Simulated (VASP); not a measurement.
Here is a VASP 6.6.1 calculation.

Contents of INCAR:

```
SYSTEM = AgI
PREC = Accurate
ENCUT = 400
EDIFF = 1E-8
ISMEAR = 0
SIGMA = 0.01
LREAL = .FALSE.
LASPH = .TRUE.
NELM = 120
ALGO = Normal
ISIF = 2
LWAVE = .FALSE.
LCHARG = .FALSE.
GGA = PE
LEPSILON = .TRUE.
GGA_COMPAT = .FALSE.
```

File KPOINTS:

```
Automatic mesh
0
G
  6 6 4
  0 0 0
```

The input POSCAR:

```
AgI
1.0
    4.6507453634      0.0000000000      0.0000000000
   -2.3253726817      4.0276636312      0.0000000000
    0.0000000000      0.0000000000      7.5997061756
Ag I
2 2
Direct
    0.6666666667      0.3333333333      0.6275234352
    0.3333333333      0.6666666667      0.1275234352
    0.6666666667      0.3333333333      0.0024765648
    0.3333333333      0.6666666667      0.5024765648
```

Potentials or basis: VASP PAW PBE potentials, release 64 (Ag, I).

Run with:

```bash
$ cat potpaw_PBE.64/Ag/POTCAR potpaw_PBE.64/I/POTCAR > POTCAR
$ mpirun -np 1 vasp_std > vasp.out
```

Task: What does it give for the electronic dielectric tensor (diagonal)?

Result: 5.26, 5.26, 5.23.

Task: Estimate the Born charges (mean of the diagonal).

Result: Ag +1.26; I -1.26 e.

Task: Predict the band gap on the k mesh.

Result: 1.37 eV.

Born effective charge tensors (e):
atom 1, Ag
```
1.25 0.00 0.00
0.00 1.25 0.00
0.00 0.00 1.27
```
atom 2, Ag
```
1.25 0.00 0.00
0.00 1.25 0.00
0.00 0.00 1.27
```
atom 3, I
```
-1.25  0.00  0.00
 0.00 -1.25  0.00
 0.00  0.00 -1.27
```
atom 4, I
```
-1.25  0.00  0.00
 0.00 -1.25  0.00
 0.00  0.00 -1.27
```

Caveat: spin-orbit coupling is left out, which moves the levels of the heavy elements. PBE gaps usually lie below the measured ones, often by a third to a half.
